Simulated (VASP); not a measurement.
# Zr (P6_3/mmc) in VASP: a series of runs, part 3 of 3

VASP 6.6.1.

## (4) Single point, LDA

This run uses another cell than the first one, of 21.80 Å³/atom, 0.936 times its volume.

Contents of INCAR:

```
PREC = Accurate
ENCUT = 520
EDIFF = 1E-7
ISMEAR = -1
SIGMA = 0.05
LREAL = False
LASPH = True
NELM = 60
ALGO = Normal
ISIF = 2
LWAVE = False
LCHARG = False
GGA = CA
NBANDS = 19
```

Contents of KPOINTS:

```
regular mesh
0
Gamma
  9 9 5
```

Contents of POSCAR:

```
Zr
1.0
    3.1451389440      0.0000000000      0.0000000000
   -1.5725694720      2.7237702240      0.0000000000
    0.0000000000      0.0000000000      5.0894842779
Zr
2
Direct
    0.6666666667      0.3333333333      0.7500000000
    0.3333333333      0.6666666667      0.2500000000
```

Potentials or basis: VASP PAW LDA potentials, release 64 (Zr_sv).

The run is started by

```console
$ cat potpaw_LDA.64/Zr_sv/POTCAR > POTCAR
$ mpirun -np 1 vasp_std > vasp.out
```

OUTCAR:

```text
PREC = Accurate
   ENCUT = 520
   EDIFF = 1E-7
   ISMEAR = -1
   LREAL = False
   LASPH = True
   NELM = 60
   ISIF = 2
   GGA = CA

 ion  position               nearest neighbor table
   1  0.667  0.333  0.750-   2 3.13   2 3.13   2 3.13   2 3.13   2 3.13   2 3.13
   2  0.333  0.667  0.250-   1 3.13   1 3.13   1 3.13   1 3.13   1 3.13   1 3.13

  LATTYP: Found a hexagonal cell.
 ALAT       =     3.1451389440
 C/A-ratio  =     1.6182064985

  Lattice vectors:

 A1 = (   3.1451389440,   0.0000000000,   0.0000000000)
 A2 = (  -1.5725694720,   2.7237702240,   0.0000000000)
 A3 = (   0.0000000000,   0.0000000000,   5.0894842779)

Analysis of symmetry for initial positions (statically):
=====================================================================
 Subroutine PRICEL returns:
 Original cell was already a primitive cell.

 Routine SETGRP: Setting up the symmetry group for a
 hexagonal supercell.

 Subroutine GETGRP returns: Found 24 space group operations
 (whereof 12 operations were pure point group operations)
 out of a pool of 24 trial point group operations.

The static configuration has the point symmetry D_3d.
 The point group associated with its full space group is D_6h.

Analysis of symmetry for dynamics (positions and initial velocities):
=====================================================================
 Subroutine PRICEL returns:
 Original cell was already a primitive cell.

 Routine SETGRP: Setting up the symmetry group for a
 hexagonal supercell.

 Subroutine GETGRP returns: Found 24 space group operations
 (whereof 12 operations were pure point group operations)
 out of a pool of 24 trial point group operations.

The dynamic configuration has the point symmetry D_3d.
 The point group associated with its full space group is D_6h.

 Subroutine INISYM returns: Found 24 space group operations
 (whereof 12 operations are pure point group operations),
 and found     1 'primitive' translations

----------------------------------------------------------------------------------------

                                     Primitive cell

  volume of cell :      43.5998

  direct lattice vectors                    reciprocal lattice vectors
     3.145138944  0.000000000  0.000000000     0.317950977  0.183569082  0.000000000
    -1.572569472  2.723770224  0.000000000     0.000000000  0.367138164  0.000000000
     0.000000000  0.000000000  5.089484278     0.000000000  0.000000000  0.196483562

  length of vectors
     3.145138944  3.145138944  5.089484278     0.367138164  0.367138164  0.196483562

  position of ions in fractional coordinates (direct lattice)
     0.666666667  0.333333333  0.750000000
     0.333333333  0.666666667  0.250000000

  ion indices of the primitive-cell ions
   primitive index   ion index
                 1           1
                 2           2

----------------------------------------------------------------------------------------

 KPOINTS: regular mesh

Automatic generation of k-mesh.
 Grid dimensions read from file:
 generate k-points for:    9    9    5

 Generating k-lattice:

  Cartesian coordinates                     Fractional coordinates (reciprocal lattice)
     0.035327886  0.020396565  0.000000000     0.111111111  0.000000000  0.000000000
     0.000000000  0.040793129  0.000000000     0.000000000  0.111111111  0.000000000
     0.000000000  0.000000000  0.039296712     0.000000000  0.000000000  0.200000000

  Length of vectors
     0.040793129  0.040793129  0.039296712

  Shift w.r.t. Gamma in fractional coordinates (k-lattice)
     0.000000000  0.000000000  0.000000000

 Subroutine IBZKPT returns following result:
 ===========================================

 Found     36 irreducible k-points:

 Following reciprocal coordinates:
            Coordinates               Weight
  0.000000  0.000000  0.000000      1.000000
  0.111111 -0.000000  0.000000      6.000000
  0.222222  0.000000  0.000000      6.000000
  0.333333  0.000000  0.000000      6.000000
  0.444444  0.000000  0.000000      6.000000
  0.111111  0.111111  0.000000      6.000000
[... 16 lines left out ...]
  0.333333  0.222222  0.200000     24.000000
  0.333333  0.333333  0.200000      4.000000
 [... further k-points ...]
   k-points           NKPTS =     36   k-points in BZ     NKDIM =     36   number of bands    NBANDS=     19
   number of dos      NEDOS =    301   number of ions     NIONS =      2
   total plane-waves  NPLWV =  23040
   dimension x,y,z NGX =    24 NGY =   24 NGZ =   40
   dimension x,y,z NGXF=    48 NGYF=   48 NGZF=   80
   ions per type =               2
   NGX,Y,Z   is equivalent  to a cutoff of  12.69, 12.69, 13.07 a.u.
   NGXF,Y,Z  is equivalent  to a cutoff of  25.37, 25.37, 26.13 a.u.
 SYSTEM =  unknown system
   PREC   = accura    normal or accurate (medium, high low for compatibility)
   ISTART =      0    job   : 0-new  1-cont  2-samecut
   ICHARG =      2    charge: 1-file 2-atom 10-const
   ISPIN  =      1    spin polarized calculation?
   LNONCOLLINEAR =      F non collinear calculations
   LSORBIT =      F    spin-orbit coupling
   LASPH  =      T    aspherical Exc in radial PAW
   ENCUT  =  520.0 eV  38.22 Ry    6.18 a.u.   5.85  5.85  9.46*2*pi/ulx,y,z
   NELM   =     60;   NELMIN=  2; NELMDL= -5     # of ELM steps
   EDIFF  = 0.1E-06   stopping-criterion for ELM
   LREAL  =      F    real-space projection
   EDIFFG = 0.1E-05   stopping-criterion for IOM
   NSW    =      0    number of steps for IOM
   IBRION =     -1    ionic relax: 0-MD 1-quasi-New 2-CG
   NFREE  =      0    steps in history (QN), initial steepest desc. (CG)
   ISIF   =      2    stress and relaxation
   ISYM   =      2    0-nonsym 1-usesym 2-fastsym
   POTIM  = 0.5000    time-step for ionic-motion
   TEBEG  =    0.0;   TEEND  =   0.0 temperature during run
   PSTRESS=    0.0 pullay stress
   NELECT =      24.0000    total number of electrons
   NUPDOWN=      -1.0000    fix difference up-down
   EMIN   =  10.00;   EMAX   =-10.00  energy-range for DOS
   EFERMI =   0.00;   METHOD = LEGACY
   ISMEAR =    -1;   SIGMA  =   0.05  broadening in eV -4-tet -1-fermi 0-gaus
   EFERMI_NEDOS =   21; number of points for ismear=-14 and -15
   IALGO  =     38    algorithm
   IMIX   =      4    mixing-type and parameters
     AMIX     =   0.40;   BMIX     =  1.00
     AMIX_MAG =   1.60;   BMIX_MAG =  1.00
  volume/ion in A,a.u.               =      21.80       147.11
  Fermi-wavevector in a.u.,A,eV,Ry     =   1.341685  2.535417 24.492099  1.800119
  Thomas-Fermi vector in A             =   2.469899
   LORBIT       =      0    0 simple, 1 ext, 2 COOP (PROOUT), +10 PAW based schemes
   GGA     = CA    functional components
   LHFCALC =     F    Hartree Fock is set to
   AEXX    =    0.0000 exact exchange contribution
   IVDW    =     0    specifies the selected vdW correction
   LEPSILON=     F    determine dielectric tensor
   LRPA    =     F    only Hartree local field effects (RPA)
 non-spin polarized calculation
  energy-cutoff  :      520.00
  volume of cell :       43.60
 maximum number of plane-waves:      1194
 NGX is ok and might be reduce to    24
   NGX = 11   NGY = 11   NGZ = 19

 number of electron      23.9999999 magnetization

 Free energy of the ion-electron system (eV)
  ---------------------------------------------------
  ext. energy  EPLUGINS =         0.00000000
  ---------------------------------------------------
  free energy    TOTEN  =       -18.59663507 eV

  energy without entropy =      -18.57854999  energy(sigma->0) =      -18.58759253

 E-fermi :   9.5402     XC(G=0): -11.5970

 val. band max:        9.4966857652   @ k =   0.4444   0.0000   0.0000
 cond. band min:       9.5497486112   @ k =   0.2222   0.2222   0.4000
 fundamental gap:      0.0530628460
 Fermi energy:         9.5402173923

 k-point     1 :       0.0000    0.0000    0.0000
  band No.  band energies     occupation
      1     -38.8964      2.00000
      2     -38.7006      2.00000
      3     -17.6784      2.00000
      4     -16.5968      2.00000
      5     -16.5968      2.00000
      6     -16.4557      2.00000
[... 11 lines left out ...]
     18      11.8789      0.00000
     19      14.2918      0.00000

 k-point     2 :       0.1111   -0.0000    0.0000
  band No.  band energies     occupation
      1     -38.8774      2.00000
      2     -38.6918      2.00000
      3     -17.6319      2.00000
      4     -16.7060      2.00000
      5     -16.6311      2.00000
      6     -16.5474      2.00000
[... 476 lines left out ...]
 k-point    24 :       0.3333    0.3333    0.2000
  band No.  band energies     occupation
      1     -38.6626      2.00000
      2     -38.6626      2.00000
      3     -17.2941      2.00000
      4     -17.2718      2.00000
      5     -17.2718      2.00000
      6     -16.9865      2.00000
[... 11 lines left out ...]
     18      14.2317      0.00000
     19      16.8264      0.00000

 [... further k-points ...]
[... 5 lines left out ...]
  --------------------------------------------------------------------------------------
  -------------------------------------------------------------------------------------
  Total        0.0134823      0.0134823      0.0385608      0.0000000      0.0000000      0.0000000
  in kB        0.4954394      0.4954394      1.4170080      0.0000000      0.0000000      0.0000000
  external PRESSURE =       0.8026290 kB  Pullay stress =       0.0000000 kB

 VOLUME and BASIS-vectors are now :
 -----------------------------------------------------------------------------
  energy-cutoff  :      520.00
  volume of cell :       43.60
      direct lattice vectors                 reciprocal lattice vectors
     3.145138944  0.000000000  0.000000000     0.317950977  0.183569082  0.000000000
    -1.572569472  2.723770224  0.000000000     0.000000000  0.367138164  0.000000000
     0.000000000  0.000000000  5.089484278     0.000000000  0.000000000  0.196483562

 POSITION                                       TOTAL-FORCE (eV/Angst)
 -----------------------------------------------------------------------------------
      1.57257      0.90792      3.81711        -0.000000      0.000000      0.000000
     -0.00000      1.81585      1.27237         0.000000     -0.000000      0.000000
 -----------------------------------------------------------------------------------
    total drift:                                0.000000     -0.000000      0.000000

  FREE ENERGIE OF THE ION-ELECTRON SYSTEM (eV)
  ---------------------------------------------------
  free  energy   TOTEN  =       -18.5966350650 eV

  energy  without entropy=      -18.5785499875  energy(sigma->0) =      -18.58759253
```

OSZICAR:

```text
N       E                     dE             d eps       ncg     rms          rms(c)
DAV:   1     0.215374974766E+03    0.21537E+03   -0.13349E+04  1368   0.126E+03
DAV:   2    -0.311842598995E+01   -0.21849E+03   -0.21423E+03  1575   0.373E+02
DAV:   3    -0.188853184903E+02   -0.15767E+02   -0.15647E+02  2425   0.721E+01
DAV:   4    -0.192833086699E+02   -0.39799E+00   -0.39699E+00  1631   0.115E+01
DAV:   5    -0.192937072116E+02   -0.10399E-01   -0.10397E-01  1959   0.139E+00    0.163E+01
DAV:   6    -0.187081100892E+02    0.58560E+00   -0.86081E-01  1490   0.693E+00    0.667E+00
DAV:   7    -0.185935865526E+02    0.11452E+00   -0.55770E-01  1994   0.473E+00    0.109E+00
DAV:   8    -0.185964327253E+02   -0.28462E-02   -0.31149E-02  1791   0.144E+00    0.220E-01
DAV:   9    -0.185966448036E+02   -0.21208E-03   -0.10241E-03  1810   0.282E-01    0.248E-02
DAV:  10    -0.185966337094E+02    0.11094E-04   -0.36844E-05  1946   0.391E-02    0.215E-02
DAV:  11    -0.185966351096E+02   -0.14002E-05   -0.71164E-06  1517   0.291E-02    0.181E-03
DAV:  12    -0.185966350650E+02    0.44583E-07   -0.25367E-07  1409   0.341E-03
   1 F= -.18596635E+02 E0= -.18587593E+02  d E =-.180851E-01
```

stdout:

```text
POSCAR found type information on POSCAR Zr
 POSCAR found :  1 types and       2 ions
 scaLAPACK will be used
 LDA part: xc-table for (Slater(with rela. corr.)+CA(PZ))
 , standard interpolation
 POSCAR, INCAR and KPOINTS ok, starting setup
 FFT: planning ... GRIDC
 FFT: planning ... GRID_SOFT
 FFT: planning ... GRID
 WAVECAR not read
 entering main loop
```

Run time: 12 s. Hardware: 1 thread of Intel Xeon Platinum 8559C (Emerald Rapids), shared host; peak memory 0.15 GiB.

Results:

| Property | Result |
| --- | --- |
| Free energy | -18.5966 eV |
| Pressure | 0.1 GPa |
| Band gap on the k mesh | zero (band 12 reaches 10.41 eV, above the bottom of band 13 at 9.32 eV) |

Stress tensor (GPa, compression positive):
```
0.05 0.00 0.00
0.00 0.05 0.00
0.00 0.00 0.14
```

## (5) Single point, PBE+D4

This run uses another cell than the first one, of 23.05 Å³/atom, 0.990 times its volume.

Contents of INCAR:

```
ALGO = Normal
EDIFF = 1E-6
ENCUT = 520
GGA = PE
ISIF = 2
ISMEAR = -1
IVDW = 13
LASPH = T
LCHARG = T
LELF = T
LREAL = F
LVHAR = T
LWAVE = F
NBANDS = 19
NELM = 60
PREC = Accurate
SIGMA = 0.05
```

Contents of KPOINTS:

```
k-points
0
Gamma
  9 9 5
```

Contents of POSCAR:

```
Zr
1.0
    3.2114355161      0.0000000000      0.0000000000
   -1.6057177581      2.7811847396      0.0000000000
    0.0000000000      0.0000000000      5.1607006392
Zr
2
Direct
    0.6666666667      0.3333333333      0.7500000000
    0.3333333333      0.6666666667      0.2500000000
```

Potentials or basis: VASP PAW PBE potentials, release 64 (Zr_sv).

The run is started by

```console
$ cat potpaw_PBE.64/Zr_sv/POTCAR > POTCAR
$ mpirun -np 1 vasp_std > vasp.out
```

Run time: 13 s. Hardware: 1 thread of Intel Xeon Platinum 8559C (Emerald Rapids), shared host; peak memory 0.16 GiB.

Results (log left out):

- Free energy: -17.4645 eV
- Pressure: 0.0 GPa
- Band gap on the k mesh: zero (band 12 reaches 9.99 eV, above the bottom of band 13 at 8.85 eV)
- Dispersion energy per atom: -0.207 eV

Levels at points of the mesh, in eV from the Fermi level:
```csv
k point,band 8,band 9,band 10,band 11,band 12,band 13,band 14,band 15,band 16,band 17
"(0.00, 0.00, 0.00)",-26.32,-5.68,-3.07,0.88,0.88,0.94,1.13,1.56,1.56,2.22
```

Caveat: pairwise dispersion overbinds metals, which lowers pressure and volume.

## (6) The runs side by side

```csv
task,level,potentials or basis,cell,k mesh,cutoff (eV),smearing,gap on the mesh (eV),pressure (GPa)
relaxation of cell and atoms,PBEsol+D4,"VASP PAW PBE potentials, release 64 (Zr_sv)","relaxed from a = 3.232, b = 3.232, c = 5.147 Å, angles 90.0, 90.0, 120.0°, 2 atoms",9 × 9 × 5,600,fermi-dirac 0.05 eV,none,0.0
single point,PBE,"VASP PAW PBE potentials, release 64 (Zr_sv)","a = 3.232, b = 3.232, c = 5.147 Å, angles 90.0, 90.0, 120.0°, 2 atoms",4 × 4 × 2,520,fermi-dirac 0.03 eV,none,1.2
single point,LDA,"VASP PAW LDA potentials, release 64 (Zr_sv)","a = 3.145, b = 3.145, c = 5.089 Å, angles 90.0, 90.0, 120.0°, 2 atoms",9 × 9 × 5,520,fermi-dirac 0.05 eV,none,0.1
single point,PBE+D4,"VASP PAW PBE potentials, release 64 (Zr_sv)","a = 3.211, b = 3.211, c = 5.161 Å, angles 90.0, 90.0, 120.0°, 2 atoms",9 × 9 × 5,520,fermi-dirac 0.05 eV,none,0.0
```

Alike in all rows: no spin polarisation.

Caveats: some runs use coarse meshes; pairwise dispersion overbinds metals, which lowers pressure and volume (some runs); the PAW data sets were made with another functional, which shifts forces and pressure a little (some runs).

Total energies depend on the potentials used, so only differences within one code and one set of settings carry meaning.
